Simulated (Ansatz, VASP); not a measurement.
**BaH2Au2: VASP beside Ansatz**

```
Ba Au H
1.0
     4.94655    0.00000    0.00000
    -2.47328    4.28384    0.00000
     0.00000    0.00000    3.98808
Ba Au H
1 2 2
Cartesian
  -2.4733 4.2838 0.0000
  0.0000 2.8559 1.9940
  2.4733 1.4279 1.9940
  0.0000 2.8559 0.0000
  2.4733 1.4279 0.0000
```

Alike in both runs: task relaxation of cell and atoms; functional r2SCAN; k mesh 6 × 6 × 8; occupations gaussian, width 0.1 eV; no spin polarisation.

|  | VASP | Ansatz |
| --- | --- | --- |
| version | VASP 6.6.1 | Ansatz 0.2.0 |
| potentials or method | VASP PAW PBE potentials, release 64 (Ba_sv, Au, H), cutoff 600 eV | scalar-relativistic, plane waves, PAW |
| valence electrons in the cell | 34 | 50 |

```tsv
	VASP	Ansatz	Ansatz less VASP
gap on the k mesh at the Fermi level, each at its own relaxed structure (eV)	none	none	-
relaxed volume (Å³/atom)	17.00	16.87	-0.137
relaxed cell length with the largest relative difference (Å)	3.899	3.885	-0.0136
```

VASP's potentials were made for PBE, not for r2SCAN. A gap of «none» marks a metal or a gap that the smearing closes. VASP's potentials hold 34 valence electrons a cell and Ansatz's 50, so a difference there can come from the potentials and not from the codes.

Neither program's run includes spin-orbit coupling.
